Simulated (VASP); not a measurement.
# Be (P1) in VASP: a series of runs

Runs on Be. Level: LDA. Tasks: single point.

Everything below comes from runs of VASP 6.6.1. Logs are shortened: lines on timing, memory, paths and dates and some standing lists are left out, and cuts for length are marked.

## (1) The cell of the first run

The typed cell holds 4 atoms: a = 3.747 Å, b = 3.747 Å, c = 2.281 Å, α = 90.00°, β = 90.00°, γ = 90.00°.

## (2) Single point, LDA

INCAR reads:

```
SYSTEM = Be
PREC = Accurate
ENCUT = 600
EDIFF = 1E-6
ISMEAR = -1
SIGMA = 0.1
LREAL = .FALSE.
LASPH = .TRUE.
NELM = 120
ALGO = Normal
ISIF = 2
LWAVE = .FALSE.
LCHARG = .FALSE.
GGA = CA
NBANDS = 12
GGA_COMPAT = .FALSE.
```

KPOINTS reads:

```
Automatic mesh
0
G
  4 4 6
  0 0 0
```

POSCAR reads:

```
Be
1.0
    3.7468100000      0.0000000000      0.0000000000
    0.0000000000      3.7468100000      0.0000000000
    0.0000000000      0.0000000000      2.2812800000
Be
4
Direct
    0.3026621844      0.2709007048     -0.0138316989
    0.6950548926      0.7286168713     -0.0011863829
    0.1961183761      0.7660863983      0.5307892283
    0.8061645270      0.2343960590      0.4842290974
```

Potentials or basis: VASP PAW LDA potentials, release 64 (Be).

The run is started by

```console
$ cat potpaw_LDA.64/Be/POTCAR > POTCAR
$ mpirun -np 1 vasp_std > vasp.out
```

OUTCAR:

```text
SYSTEM = Be
   PREC = Accurate
   ENCUT = 600
   EDIFF = 1E-6
   ISMEAR = -1
   LREAL = .FALSE.
   LASPH = .TRUE.
   NELM = 120
   ISIF = 2
   GGA = CA

 ion  position               nearest neighbor table
   1  0.303  0.271  0.986-   3 2.16   4 2.18   4 2.19   3 2.19   4 2.21   4 2.21   2 2.26   3 2.27
                             3 2.30
   2  0.695  0.729  0.999-   3 2.16   3 2.16   4 2.20   4 2.23   3 2.23   4 2.23   3 2.24   1 2.26
                             4 2.27
   3  0.196  0.766  0.531-   2 2.16   1 2.16   2 2.16   1 2.19   2 2.23   2 2.24   1 2.27   4 2.29
                             1 2.30
   4  0.806  0.234  0.484-   1 2.18   1 2.19   2 2.20   1 2.21   1 2.21   2 2.23   2 2.23   2 2.27
                             3 2.29

  LATTYP: Found a simple tetragonal cell.
 ALAT       =     3.7468100000
 C/A-ratio  =     0.6088592696

  Lattice vectors:

 A1 = (   3.7468100000,   0.0000000000,   0.0000000000)
 A2 = (   0.0000000000,   3.7468100000,   0.0000000000)
 A3 = (   0.0000000000,   0.0000000000,   2.2812800000)

Analysis of symmetry for initial positions (statically):
=====================================================================
 Subroutine PRICEL returns:
 Original cell was already a primitive cell.

 Routine SETGRP: Setting up the symmetry group for a
 simple tetragonal supercell.

 Subroutine GETGRP returns: Found  1 space group operations
 (whereof  1 operations were pure point group operations)
 out of a pool of 16 trial point group operations.

The static configuration has the point symmetry C_1 .

Analysis of symmetry for dynamics (positions and initial velocities):
=====================================================================
 Subroutine PRICEL returns:
 Original cell was already a primitive cell.

 Routine SETGRP: Setting up the symmetry group for a
 simple tetragonal supercell.

 Subroutine GETGRP returns: Found  1 space group operations
 (whereof  1 operations were pure point group operations)
 out of a pool of 16 trial point group operations.

The dynamic configuration has the point symmetry C_1 .

 Subroutine INISYM returns: Found  1 space group operations
 (whereof  1 operations are pure point group operations),
 and found     1 'primitive' translations

----------------------------------------------------------------------------------------

                                     Primitive cell

  volume of cell :      32.0259

  direct lattice vectors                    reciprocal lattice vectors
     3.746810000  0.000000000  0.000000000     0.266893704  0.000000000  0.000000000
     0.000000000  3.746810000  0.000000000     0.000000000  0.266893704  0.000000000
     0.000000000  0.000000000  2.281280000     0.000000000  0.000000000  0.438350400

  length of vectors
     3.746810000  3.746810000  2.281280000     0.266893704  0.266893704  0.438350400

  position of ions in fractional coordinates (direct lattice)
     0.302662184  0.270900705  0.986168301
     0.695054893  0.728616871  0.998813617
     0.196118376  0.766086398  0.530789228
     0.806164527  0.234396059  0.484229097

  ion indices of the primitive-cell ions
   primitive index   ion index
                 1           1
                 2           2
                 3           3
                 4           4

----------------------------------------------------------------------------------------

 KPOINTS: Automatic mesh

Automatic generation of k-mesh.
 Grid dimensions read from file:
 generate k-points for:    4    4    6

 Generating k-lattice:

  Cartesian coordinates                     Fractional coordinates (reciprocal lattice)
     0.066723426  0.000000000  0.000000000     0.250000000  0.000000000  0.000000000
     0.000000000  0.066723426  0.000000000     0.000000000  0.250000000  0.000000000
     0.000000000  0.000000000  0.073058400     0.000000000  0.000000000  0.166666667

  Length of vectors
     0.066723426  0.066723426  0.073058400

  Shift w.r.t. Gamma in fractional coordinates (k-lattice)
     0.000000000  0.000000000  0.000000000

 Subroutine IBZKPT returns following result:
 ===========================================

 Found     52 irreducible k-points:

 Following reciprocal coordinates:
            Coordinates               Weight
  0.000000  0.000000  0.000000      1.000000
  0.250000  0.000000  0.000000      2.000000
  0.000000  0.250000  0.000000      2.000000
  0.500000  0.000000  0.000000      1.000000
  0.000000  0.500000  0.000000      1.000000
  0.250000  0.250000  0.000000      2.000000
[... 16 lines left out ...]
 -0.250000  0.500000  0.166667      2.000000
  0.500000 -0.250000  0.166667      2.000000
 [... further k-points ...]
   k-points           NKPTS =     52   k-points in BZ     NKDIM =     52   number of bands    NBANDS=     12
   number of dos      NEDOS =    301   number of ions     NIONS =      4
   total plane-waves  NPLWV =  16200
   dimension x,y,z NGX =    30 NGY =   30 NGZ =   18
   dimension x,y,z NGXF=    60 NGYF=   60 NGZF=   36
   ions per type =               4
   NGX,Y,Z   is equivalent  to a cutoff of  13.31, 13.31, 13.12 a.u.
   NGXF,Y,Z  is equivalent  to a cutoff of  26.62, 26.62, 26.23 a.u.
 SYSTEM =  Be
   PREC   = accura    normal or accurate (medium, high low for compatibility)
   ISTART =      0    job   : 0-new  1-cont  2-samecut
   ICHARG =      2    charge: 1-file 2-atom 10-const
   ISPIN  =      1    spin polarized calculation?
   LNONCOLLINEAR =      F non collinear calculations
   LSORBIT =      F    spin-orbit coupling
   LASPH  =      T    aspherical Exc in radial PAW
   ENCUT  =  600.0 eV  44.10 Ry    6.64 a.u.   7.48  7.48  4.56*2*pi/ulx,y,z
   NELM   =    120;   NELMIN=  2; NELMDL= -5     # of ELM steps
   EDIFF  = 0.1E-05   stopping-criterion for ELM
   LREAL  =      F    real-space projection
   EDIFFG = 0.1E-04   stopping-criterion for IOM
   NSW    =      0    number of steps for IOM
   IBRION =     -1    ionic relax: 0-MD 1-quasi-New 2-CG
   NFREE  =      0    steps in history (QN), initial steepest desc. (CG)
   ISIF   =      2    stress and relaxation
   ISYM   =      2    0-nonsym 1-usesym 2-fastsym
   POTIM  = 0.5000    time-step for ionic-motion
   TEBEG  =    0.0;   TEEND  =   0.0 temperature during run
   PSTRESS=    0.0 pullay stress
   NELECT =       8.0000    total number of electrons
   NUPDOWN=      -1.0000    fix difference up-down
   EMIN   =  10.00;   EMAX   =-10.00  energy-range for DOS
   EFERMI =   0.00;   METHOD = LEGACY
   ISMEAR =    -1;   SIGMA  =   0.10  broadening in eV -4-tet -1-fermi 0-gaus
   EFERMI_NEDOS =   21; number of points for ismear=-14 and -15
   IALGO  =     38    algorithm
   IMIX   =      4    mixing-type and parameters
     AMIX     =   0.40;   BMIX     =  1.00
     AMIX_MAG =   1.60;   BMIX_MAG =  1.00
  volume/ion in A,a.u.               =       8.01        54.03
  Fermi-wavevector in a.u.,A,eV,Ry     =   1.031029  1.948362 14.463274  1.063021
  Thomas-Fermi vector in A             =   2.165157
   LORBIT       =      0    0 simple, 1 ext, 2 COOP (PROOUT), +10 PAW based schemes
   GGA     = CA    functional components
   LHFCALC =     F    Hartree Fock is set to
   AEXX    =    0.0000 exact exchange contribution
   IVDW    =     0    specifies the selected vdW correction
   LEPSILON=     F    determine dielectric tensor
   LRPA    =     F    only Hartree local field effects (RPA)
 non-spin polarized calculation
  energy-cutoff  :      600.00
  volume of cell :       32.03
 maximum number of plane-waves:      1089
 NGX is ok and might be reduce to    30
   NGX = 15   NGY = 15   NGZ =  9

 number of electron       8.0000000 magnetization

 Free energy of the ion-electron system (eV)
  ---------------------------------------------------
  ext. energy  EPLUGINS =         0.00000000
  ---------------------------------------------------
  free energy    TOTEN  =       -16.54032877 eV

  energy without entropy =      -16.52167869  energy(sigma->0) =      -16.53100373

 E-fermi :   6.6111     XC(G=0): -10.5808

 val. band max:        6.4959481336   @ k =   0.0000   0.2500   0.3333
 cond. band min:       6.6985364717   @ k =   0.2500   0.0000   0.1667
 fundamental gap:      0.2025883382
 Fermi energy:         6.6110621692

 k-point     1 :       0.0000    0.0000    0.0000
  band No.  band energies     occupation
      1      -4.4635      2.00000
      2       1.6612      2.00000
      3       1.9947      2.00000
      4       5.2788      2.00000
      5       6.4896      1.54233
      6      10.3336      0.00000
      7      11.5027      0.00000
      8      14.3854      0.00000
      9      15.6633      0.00000
     10      17.3059      0.00000
     11      21.9559      0.00000
     12      22.4398      0.00000

 k-point     2 :       0.2500    0.0000    0.0000
  band No.  band energies     occupation
      1      -3.9787      2.00000
      2      -0.1828      2.00000
      3       2.3460      2.00000
      4       6.3631      1.84547
      5       7.3157      0.00174
      6       7.8605      0.00001
      7      11.7654      0.00000
      8      16.2564      0.00000
      9      18.2038      0.00000
     10      19.3757      0.00000
     11      20.5734      0.00000
     12      21.6973      0.00000

 k-point     3 :       0.0000    0.2500    0.0000
  band No.  band energies     occupation
      1      -3.9779      2.00000
      2      -0.2109      2.00000
      3       2.4445      2.00000
      4       5.0175      2.00000
      5       8.7618      0.00000
      6       9.2657      0.00000
      7      10.3091      0.00000
      8      16.2403      0.00000
      9      17.9690      0.00000
     10      19.2812      0.00000
     11      20.3667      0.00000
     12      21.6124      0.00000
[... 286 lines left out ...]
 k-point    23 :      -0.2500    0.5000    0.1667
  band No.  band energies     occupation
      1      -1.4839      2.00000
      2      -1.3895      2.00000
      3       2.3506      2.00000
      4       2.4645      2.00000
      5      11.2450      0.00000
      6      11.3538      0.00000
      7      14.9881      0.00000
      8      15.1459      0.00000
      9      15.5462      0.00000
     10      15.7619      0.00000
     11      19.5525      0.00000
     12      19.6497      0.00000

 k-point    24 :       0.5000   -0.2500    0.1667
  band No.  band energies     occupation
      1      -1.4603      2.00000
      2      -1.4350      2.00000
      3       2.4643      2.00000
      4       2.5034      2.00000
      5      10.9239      0.00000
      6      10.9704      0.00000
      7      14.6683      0.00000
      8      14.7573      0.00000
      9      16.2450      0.00000
     10      16.4424      0.00000
     11      19.3828      0.00000
     12      19.5619      0.00000

 [... further k-points ...]
[... 5 lines left out ...]
  --------------------------------------------------------------------------------------
  -------------------------------------------------------------------------------------
  Total       -0.0448121     -3.4083599      0.1276014     -0.0429393     -0.0959647      0.1776582
  in kB       -2.2418346   -170.5116655      6.3835792     -2.1481456     -4.8008733      8.8877942
  external PRESSURE =     -55.4566403 kB  Pullay stress =       0.0000000 kB

 VOLUME and BASIS-vectors are now :
 -----------------------------------------------------------------------------
  energy-cutoff  :      600.00
  volume of cell :       32.03
      direct lattice vectors                 reciprocal lattice vectors
     3.746810000  0.000000000  0.000000000     0.266893704  0.000000000  0.000000000
     0.000000000  3.746810000  0.000000000     0.000000000  0.266893704  0.000000000
     0.000000000  0.000000000  2.281280000     0.000000000  0.000000000  0.438350400

 POSITION                                       TOTAL-FORCE (eV/Angst)
 -----------------------------------------------------------------------------------
      1.13402      1.01501      2.24973         0.322278     -0.046914      0.323990
      2.60424      2.72999      2.27857        -0.206656      0.058257      0.109076
      0.73482      2.87038      1.21088        -0.279086      0.158787     -0.655930
      3.02055      0.87824      1.10466         0.163463     -0.170131      0.222863
 -----------------------------------------------------------------------------------
    total drift:                                0.000001      0.000001     -0.000000

  FREE ENERGIE OF THE ION-ELECTRON SYSTEM (eV)
  ---------------------------------------------------
  free  energy   TOTEN  =       -16.5403287722 eV

  energy  without entropy=      -16.5216786909  energy(sigma->0) =      -16.53100373
```

Wall time 25 s (1 thread of Intel Xeon 8259CL, shared host); peak memory 0.13 GiB.

What came out:

```yaml
Free_energy: -16.5403 eV
Pressure: -5.5 GPa
Largest_force: 0.730 eV/Å
Band_gap_on_the_k_mesh: zero (band 4 reaches 7.52 eV, above the bottom of band 5 at 6.47 eV)
```

Forces in eV/Å, atoms in the order of the input:
```
Be   0.322 -0.047  0.324
Be  -0.207  0.058  0.109
Be  -0.279  0.159 -0.656
Be   0.163 -0.170  0.223
```

Levels at points of the mesh, in eV from the Fermi level:
```csv
k point,band 1,band 2,band 3,band 4,band 5,band 6,band 7,band 8
"(0.00, 0.00, 0.00)",-11.07,-4.95,-4.62,-1.33,-0.12,3.72,4.89,7.77
"(0.50, 0.00, 0.00)",-9.15,-9.13,-2.47,-2.40,0.94,0.96,9.13,9.23
"(0.00, 0.50, 0.00)",-9.18,-9.09,-2.87,-2.76,1.79,1.80,8.56,8.86
"(0.50, 0.50, 0.00)",-7.21,-7.19,-7.12,-7.07,8.15,8.27,8.56,8.79
"(0.00, 0.00, 0.50)",-5.84,-5.75,0.89,0.91,1.74,2.08,2.16,2.51
"(0.50, 0.00, 0.50)",-4.70,-4.45,-3.56,-3.16,3.41,3.92,5.12,5.77
"(0.00, 0.50, 0.50)",-4.29,-4.09,-3.88,-3.65,3.71,4.06,4.32,4.67
"(0.50, 0.50, 0.50)",-3.78,-3.75,-3.61,-3.57,1.75,1.78,1.96,2.01
```

Caveat: the k points lie up to 0.46 Å⁻¹ apart.

## (3) Single point, LDA

INCAR reads:

```
ALGO = Normal
EDIFF = 1E-6
ENCUT = 600
GGA = CA
GGA_COMPAT = F
ISIF = 2
ISMEAR = -1
LASPH = T
LCHARG = T
LELF = T
LREAL = F
LVHAR = T
LWAVE = F
NBANDS = 12
NELM = 120
PREC = Accurate
SIGMA = 0.1
```

KPOINTS reads:

```
k-points
0
Gamma
  4 4 6
```

POSCAR reads:

```
Be
1.0
    3.7468100000      0.0000000000      0.0000000000
    0.0000000000      3.7468100000      0.0000000000
    0.0000000000      0.0000000000      2.2812800000
Be
4
Direct
    0.3056135107      0.2675389160     -0.0079219764
    0.6940392000      0.7315040060      0.0029021958
    0.1924059964      0.7662146579      0.5218312636
    0.8079412706      0.2347424589      0.4831888143
```

Potentials or basis: VASP PAW LDA potentials, release 64 (Be).

The run is started by

```console
$ cat potpaw_LDA.64/Be/POTCAR > POTCAR
$ mpirun -np 1 vasp_std > vasp.out
```

Run time: 25 s. Hardware: 1 thread of Intel Xeon 8259CL, shared host; peak memory 0.13 GiB.

Results (log left out):

- Free energy: -16.5636 eV
- Pressure: -5.7 GPa
- Largest force: 0.475 eV/Å
- Band gap on the k mesh: zero (band 4 reaches 7.53 eV, above the bottom of band 5 at 6.45 eV)

Forces on the atoms (eV/Å):
```
Be   0.275  0.007  0.162
Be  -0.257  0.026 -0.018
Be  -0.183  0.063 -0.433
Be   0.165 -0.095  0.290
```

Stress tensor (GPa, compression positive):
```
  0.44  -0.02   0.70
 -0.02 -18.27  -0.27
  0.70  -0.27   0.60
```

Levels at points of the mesh, in eV from the Fermi level:
| k point | band 1 | band 2 | band 3 | band 4 | band 5 | band 6 | band 7 | band 8 | band 9 |
| --- | --- | --- | --- | --- | --- | --- | --- | --- | --- |
| (0.00, 0.00, 0.00) | -11.09 | -4.96 | -4.62 | -1.43 | -0.10 | 3.71 | 4.99 | 7.69 | 9.02 |
| (0.50, 0.00, 0.00) | -9.17 | -9.14 | -2.47 | -2.41 | 0.89 | 0.91 | 9.17 | 9.25 | 11.33 |
| (0.00, 0.50, 0.00) | -9.17 | -9.14 | -2.88 | -2.83 | 1.84 | 1.84 | 8.63 | 8.75 | 11.25 |
| (0.50, 0.50, 0.00) | -7.20 | -7.17 | -7.17 | -7.12 | 8.22 | 8.26 | 8.61 | 8.75 | 12.84 |
| (0.00, 0.00, 0.50) | -5.83 | -5.80 | 0.88 | 0.90 | 1.84 | 1.96 | 2.26 | 2.38 | 7.31 |
| (0.50, 0.00, 0.50) | -4.72 | -4.51 | -3.51 | -3.17 | 3.42 | 3.84 | 5.19 | 5.75 | 6.19 |
| (0.00, 0.50, 0.50) | -4.26 | -4.11 | -3.89 | -3.72 | 3.79 | 4.06 | 4.23 | 4.51 | 7.57 |
| (0.50, 0.50, 0.50) | -3.78 | -3.77 | -3.61 | -3.60 | 1.74 | 1.77 | 1.93 | 1.97 | 12.28 |

Caveat: the k points lie up to 0.46 Å⁻¹ apart.
